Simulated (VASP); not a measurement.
# Tm3F (P1) in VASP: single point with PBE

Aim: the single point of Tm3F with PBE.

Program: VASP 6.6.1. These are calculated values, not measurements. Logs are shortened: lines on timing, memory, paths and dates and some standing lists are left out, and cuts for length are marked.

**1. The cell of the first run**

The typed cell holds 8 atoms: a = 3.472 Å, b = 5.648 Å, c = 11.633 Å, α = 86.81°, β = 89.87°, γ = 89.84°.

**2. Single point, PBE**

INCAR reads:

```
SYSTEM = Tm3F
PREC = Accurate
ENCUT = 600
EDIFF = 1E-6
ISMEAR = 0
SIGMA = 0.1
LREAL = .FALSE.
LASPH = .TRUE.
NELM = 200
ALGO = Normal
ISIF = 2
LWAVE = .FALSE.
LCHARG = .FALSE.
GGA = PE
NBANDS = 44
GGA_COMPAT = .FALSE.
LMAXMIX = 6
```

KPOINTS reads:

```
Automatic mesh
0
G
  6 4 2
  0 0 0
```

POSCAR reads:

```
Tm3F
1.0
    3.4715498208      0.0000000000      0.0000000000
    0.0157416198      5.6484077656      0.0000000000
    0.0272378610      0.6471652784     11.6152047426
Tm F
6 2
Direct
    0.8726179337      0.5774904978      0.7672167203
    0.8691951637      0.3599871147      0.2722828900
    0.3732512157      0.0903860528      0.6926997358
    0.3695643412      0.8520970409      0.1946088936
    0.3763255570      0.5758261303      0.5143938859
    0.3737138299      0.3561510201      0.0207578742
    0.3835281302      0.9880365815      0.0224363713
    0.3818038287      0.2000255621      0.5156036288
```

Potentials or basis: VASP PAW PBE potentials, release 64 (Tm_3, F), 4f in core.

Started as:

```
> cat potpaw_PBE.64/Tm_3/POTCAR potpaw_PBE.64/F/POTCAR > POTCAR
> mpirun -np 1 vasp_std > vasp.out
```

OUTCAR:

```text
SYSTEM = Tm3F
   PREC = Accurate
   ENCUT = 600
   EDIFF = 1E-6
   ISMEAR = 0
   LREAL = .FALSE.
   LASPH = .TRUE.
   NELM = 200
   ISIF = 2
   GGA = PE

 ion  position               nearest neighbor table
   1  0.873  0.577  0.767-   3 3.40   3 3.41   5 3.41   5 3.42   3 3.44   3 3.45   6 3.58   6 3.59

   2  0.869  0.360  0.272-   4 3.35   4 3.36   6 3.40   6 3.41   4 3.51   4 3.52   5 3.56   5 3.60

   3  0.373  0.090  0.693-   8 2.12   5 3.34   1 3.40   1 3.41   1 3.44   1 3.45   5 3.66
   4  0.370  0.852  0.195-   7 2.11   2 3.35   2 3.36   6 3.40   2 3.51   2 3.52   6 3.55
   5  0.376  0.576  0.514-   8 2.12   3 3.34   1 3.41   1 3.42   2 3.56   2 3.60   3 3.66
   6  0.374  0.356  0.021-   7 2.08   2 3.40   4 3.40   2 3.41   4 3.55   1 3.58   1 3.59
   7  0.384  0.988  0.022-   6 2.08   4 2.11
   8  0.382  0.200  0.516-   3 2.12   5 2.12

  LATTYP: Found a triclinic cell.
 ALAT       =     5.6484297008
 B/A-ratio  =     2.7898776705
 C/A-ratio  =     0.6146044130
 COS(alpha) =     0.0002694037
 COS(beta)  =     0.0027869020
 COS(gamma) =     0.6758047692

  Lattice vectors:

 A1 = (  -0.0157416198,  -5.6484077656,   0.0000000000)
 A2 = (  -0.0042453786, -10.6496502528,  11.6152047426)
 A3 = (  -3.4715498208,   0.0000000000,   0.0000000000)

Analysis of symmetry for initial positions (statically):
=====================================================================
 Subroutine PRICEL returns:
 Original cell was already a primitive cell.

 Routine SETGRP: Setting up the symmetry group for a
 triclinic supercell.

 Subroutine GETGRP returns: Found  1 space group operations
 (whereof  1 operations were pure point group operations)
 out of a pool of  2 trial point group operations.

The static configuration has the point symmetry C_1 .

Analysis of symmetry for dynamics (positions and initial velocities):
=====================================================================
 Subroutine PRICEL returns:
 Original cell was already a primitive cell.

 Routine SETGRP: Setting up the symmetry group for a
 triclinic supercell.

 Subroutine GETGRP returns: Found  1 space group operations
 (whereof  1 operations were pure point group operations)
 out of a pool of  2 trial point group operations.

The dynamic configuration has the point symmetry C_1 .

 Subroutine INISYM returns: Found  1 space group operations
 (whereof  1 operations are pure point group operations),
 and found     1 'primitive' translations

----------------------------------------------------------------------------------------

                                     Primitive cell

  volume of cell :     227.7594

  direct lattice vectors                    reciprocal lattice vectors
     3.471549821  0.000000000  0.000000000     0.288055782 -0.000802786 -0.000630767
     0.015741620  5.648407766  0.000000000     0.000000000  0.177041043 -0.009864210
     0.027237861  0.647165278 11.615204743     0.000000000  0.000000000  0.086094048

  length of vectors
     3.471549821  5.648429701 11.633251738     0.288057592  0.177315632  0.086094048

  position of ions in fractional coordinates (direct lattice)
     0.872617934  0.577490498  0.767216720
     0.869195164  0.359987115  0.272282890
     0.373251216  0.090386053  0.692699736
     0.369564341  0.852097041  0.194608894
     0.376325557  0.575826130  0.514393886
     0.373713830  0.356151020  0.020757874
     0.383528130  0.988036581  0.022436371
     0.381803829  0.200025562  0.515603629

  ion indices of the primitive-cell ions
   primitive index   ion index
                 1           1
                 2           2
                 3           3
                 4           4
                 5           5
                 6           6
                 7           7
                 8           8

----------------------------------------------------------------------------------------

 KPOINTS: Automatic mesh

Automatic generation of k-mesh.
 Grid dimensions read from file:
 generate k-points for:    6    4    2

 Generating k-lattice:

  Cartesian coordinates                     Fractional coordinates (reciprocal lattice)
     0.048009297 -0.000133798 -0.000105128     0.166666667 -0.000000000  0.000000000
     0.000000000  0.044260261 -0.002466052     0.000000000  0.250000000  0.000000000
     0.000000000  0.000000000  0.043047024     0.000000000  0.000000000  0.500000000

  Length of vectors
     0.048009599  0.044328908  0.043047024

  Shift w.r.t. Gamma in fractional coordinates (k-lattice)
     0.000000000  0.000000000  0.000000000

 Subroutine IBZKPT returns following result:
 ===========================================

 Found     28 irreducible k-points:

 Following reciprocal coordinates:
            Coordinates               Weight
  0.000000  0.000000  0.000000      1.000000
  0.166667 -0.000000 -0.000000      2.000000
  0.333333  0.000000  0.000000      2.000000
  0.500000 -0.000000  0.000000      1.000000
  0.000000  0.250000  0.000000      2.000000
  0.166667  0.250000 -0.000000      2.000000
[... 16 lines left out ...]
 -0.333333  0.250000  0.500000      2.000000
 -0.166667  0.250000  0.500000      2.000000
 [... further k-points ...]
   k-points           NKPTS =     28   k-points in BZ     NKDIM =     28   number of bands    NBANDS=     44
   number of dos      NEDOS =    301   number of ions     NIONS =      8
   total plane-waves  NPLWV = 129024
   dimension x,y,z NGX =    28 NGY =   48 NGZ =   96
   dimension x,y,z NGXF=    56 NGYF=   96 NGZF=  192
   ions per type =               6   2
   NGX,Y,Z   is equivalent  to a cutoff of  13.41, 14.13, 13.72 a.u.
   NGXF,Y,Z  is equivalent  to a cutoff of  26.82, 28.25, 27.44 a.u.
 SYSTEM =  Tm3F
   PREC   = accura    normal or accurate (medium, high low for compatibility)
   ISTART =      0    job   : 0-new  1-cont  2-samecut
   ICHARG =      2    charge: 1-file 2-atom 10-const
   ISPIN  =      1    spin polarized calculation?
   LNONCOLLINEAR =      F non collinear calculations
   LSORBIT =      F    spin-orbit coupling
   LASPH  =      T    aspherical Exc in radial PAW
   ENCUT  =  600.0 eV  44.10 Ry    6.64 a.u.   6.93 11.28 23.23*2*pi/ulx,y,z
   NELM   =    200;   NELMIN=  2; NELMDL= -5     # of ELM steps
   EDIFF  = 0.1E-05   stopping-criterion for ELM
   LREAL  =      F    real-space projection
   EDIFFG = 0.1E-04   stopping-criterion for IOM
   NSW    =      0    number of steps for IOM
   IBRION =     -1    ionic relax: 0-MD 1-quasi-New 2-CG
   NFREE  =      0    steps in history (QN), initial steepest desc. (CG)
   ISIF   =      2    stress and relaxation
   ISYM   =      2    0-nonsym 1-usesym 2-fastsym
   POTIM  = 0.5000    time-step for ionic-motion
   TEBEG  =    0.0;   TEEND  =   0.0 temperature during run
   PSTRESS=    0.0 pullay stress
   NELECT =      68.0000    total number of electrons
   NUPDOWN=      -1.0000    fix difference up-down
   EMIN   =  10.00;   EMAX   =-10.00  energy-range for DOS
   EFERMI =   0.00;   METHOD = LEGACY
   ISMEAR =     0;   SIGMA  =   0.10  broadening in eV -4-tet -1-fermi 0-gaus
   EFERMI_NEDOS =   21; number of points for ismear=-14 and -15
   IALGO  =     38    algorithm
   IMIX   =      4    mixing-type and parameters
     AMIX     =   0.40;   BMIX     =  1.00
     AMIX_MAG =   1.60;   BMIX_MAG =  1.00
  volume/ion in A,a.u.               =      28.47       192.12
  Fermi-wavevector in a.u.,A,eV,Ry     =   1.094172  2.067686 16.289071  1.197213
  Thomas-Fermi vector in A             =   2.230472
   LORBIT       =      0    0 simple, 1 ext, 2 COOP (PROOUT), +10 PAW based schemes
   GGA     = PE    functional components
   LHFCALC =     F    Hartree Fock is set to
   AEXX    =    0.0000 exact exchange contribution
   IVDW    =     0    specifies the selected vdW correction
   LEPSILON=     F    determine dielectric tensor
   LRPA    =     F    only Hartree local field effects (RPA)
 non-spin polarized calculation
 Gauss-broadening in eV      SIGMA  =   0.10
  energy-cutoff  :      600.00
  volume of cell :      227.76
 maximum number of plane-waves:      7648
   NGX = 13   NGY = 23   NGZ = 47

 number of electron      68.0000007 magnetization

 Free energy of the ion-electron system (eV)
  ---------------------------------------------------
  ext. energy  EPLUGINS =         0.00000000
  ---------------------------------------------------
  free energy    TOTEN  =       -37.81990649 eV

  energy without entropy =      -37.76701953  energy(sigma->0) =      -37.79346301

 E-fermi :   2.4042     XC(G=0):  -9.1457

 val. band max:        2.4009888296   @ k =   0.5000  -0.0000   0.0000
 cond. band min:       2.4045259740   @ k =  -0.3333   0.2500   0.5000
 fundamental gap:      0.0035371444
 Fermi energy:         2.4041786001

 k-point     1 :       0.0000    0.0000    0.0000
  band No.  band energies     occupation
      1     -24.9853      2.00000
      2     -24.9602      2.00000
      3     -23.6186      2.00000
      4     -23.5580      2.00000
      5     -23.5071      2.00000
      6     -23.4782      2.00000
[... 36 lines left out ...]
     43       4.4951      0.00000
     44       4.6031      0.00000

 k-point     2 :       0.1667   -0.0000   -0.0000
  band No.  band energies     occupation
      1     -24.9756      2.00000
      2     -24.9507      2.00000
      3     -23.6074      2.00000
      4     -23.5481      2.00000
      5     -23.4841      2.00000
      6     -23.4601      2.00000
[... 36 lines left out ...]
     43       4.3099      0.00000
     44       4.4043      0.00000

 k-point     3 :       0.3333    0.0000    0.0000
  band No.  band energies     occupation
      1     -24.9561      2.00000
      2     -24.9317      2.00000
      3     -23.5881      2.00000
      4     -23.5796      2.00000
      5     -23.5421      2.00000
      6     -23.5273      2.00000
[... 976 lines left out ...]
     43       4.3746      0.00000
     44       4.5609      0.00000

 k-point    24 :      -0.1667    0.2500    0.5000
  band No.  band energies     occupation
      1     -24.9923      2.00000
      2     -24.9668      2.00000
      3     -23.5925      2.00000
      4     -23.5465      2.00000
      5     -23.4916      2.00000
      6     -23.4794      2.00000
[... 36 lines left out ...]
     43       4.2716      0.00000
     44       4.6202      0.00000

 [... further k-points ...]
[... 5 lines left out ...]
  --------------------------------------------------------------------------------------
  -------------------------------------------------------------------------------------
  Total        0.2141471      2.7059620      0.9378804     -0.0370451     -0.1566633      0.0704602
  in kB        1.5064214     19.0351350      6.5975355     -0.2605945     -1.1020507      0.4956534
  external PRESSURE =       9.0463640 kB  Pullay stress =       0.0000000 kB

 VOLUME and BASIS-vectors are now :
 -----------------------------------------------------------------------------
  energy-cutoff  :      600.00
  volume of cell :      227.76
      direct lattice vectors                 reciprocal lattice vectors
     3.471549821  0.000000000  0.000000000     0.288055782 -0.000802786 -0.000630767
     0.015741620  5.648407766  0.000000000     0.000000000  0.177041043 -0.009864210
     0.027237861  0.647165278 11.615204743     0.000000000  0.000000000  0.086094048

 POSITION                                       TOTAL-FORCE (eV/Angst)
 -----------------------------------------------------------------------------------
      3.05932      3.75842      8.91138         0.003117      0.059881      0.112598
      3.03054      2.20957      3.16262         0.017498     -0.261258      0.192060
      1.31605      0.95883      8.04585         0.003905      0.073245      0.349385
      1.30168      4.93894      2.26042         0.005149     -0.102640      0.270516
      1.32951      3.58540      5.97479         0.002393      0.550867     -0.081207
      1.30354      2.02512      0.24111         0.013468      0.175570     -0.112765
      1.34760      5.59535      0.26060        -0.033811     -0.354035     -0.247779
      1.34264      1.46351      5.98884        -0.011719     -0.141631     -0.482807
 -----------------------------------------------------------------------------------
    total drift:                                0.000010     -0.001116      0.000594

  FREE ENERGIE OF THE ION-ELECTRON SYSTEM (eV)
  ---------------------------------------------------
  free  energy   TOTEN  =       -37.8199064941 eV

  energy  without entropy=      -37.7670195318  energy(sigma->0) =      -37.79346301
```

Wall time 5.4 min (1 thread of Intel Xeon 6975P-C (Granite Rapids), shared host); peak memory 0.49 GiB.

What came out:

```
Free energy            : -37.8199 eV
Pressure               : 0.9 GPa
Largest force          : 0.557 eV/Å
Band gap on the k mesh : zero (bands 34 and 35 overlap by 0.31 eV)
```

Forces on the atoms (eV/Å):
```
Tm   0.003  0.060  0.113
Tm   0.017 -0.261  0.192
Tm   0.004  0.073  0.349
Tm   0.005 -0.103  0.271
Tm   0.002  0.551 -0.081
Tm   0.013  0.176 -0.113
F   -0.034 -0.354 -0.248
F   -0.012 -0.142 -0.483
```

Caveat: spin-orbit coupling is left out, which moves the levels of the heavy elements; the 4f electrons are frozen in the core, so they carry no moment and show no levels; the run has no spin polarisation, though such a crystal can be magnetic.
